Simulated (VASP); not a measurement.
Wanted: the native input for a VASP 6.6.1 run.

| Property | Result |
| --- | --- |
| Task | single point |
| Functional | PBE |
| Potentials or basis | VASP PAW PBE potentials, release 64 (Cd, Te) |
| Cutoff | 520 eV |
| k mesh | 9 × 9 × 9 |
| Occupations | fermi-dirac, width 0.08 eV |
| Spin | no spin polarisation |
| Dipole correction | no |
| Further INCAR settings | ALGO = Normal; EDIFF = 1e-06; NBANDS = 16 |

The structure of CdTe lies in POSCAR:

```
CdTe
1.0
    0.0000000000      3.1401300417      3.1401300417
    3.1401300417      0.0000000000      3.1401300417
    3.1401300417      3.1401300417      0.0000000000
Cd Te
1 1
Direct
    0.0000000000      0.0000000000      0.0000000000
    0.7500000000      0.7500000000      0.7500000000
```

This cell differs from its parent crystal: volume scaled by 0.9405.

The input as run:

INCAR

```
SYSTEM = CdTe
PREC = Accurate ; ENCUT = 520
EDIFF = 1E-6 ; ISMEAR = -1
SIGMA = 0.08 ; LREAL = .False.
LASPH = .True. ; NELM = 60
ALGO = Normal ; ISIF = 2
LWAVE = .False. ; LCHARG = .False.
GGA = PE ; NBANDS = 16
```

KPOINTS

```
Automatic mesh
0
Gamma
  9 9 9
  0 0 0
```

Potentials or basis: VASP PAW PBE potentials, release 64 (Cd, Te).

Command:

```console
$ cat potpaw_PBE.64/Cd/POTCAR potpaw_PBE.64/Te/POTCAR > POTCAR
$ mpirun -np 1 vasp_std > vasp.out
```

Results of the run:

```json
{
  "Pressure": "8.2 GPa",
  "Band gap on the k mesh": "1.07 eV, direct"
}
```

Caveat: spin-orbit coupling is left out, which moves the levels of the heavy elements.

Wall time 25 s on 1 thread of Intel(R) Xeon(R) 6975P-C (Granite Rapids) (shared host), peak memory 0.21 GiB.
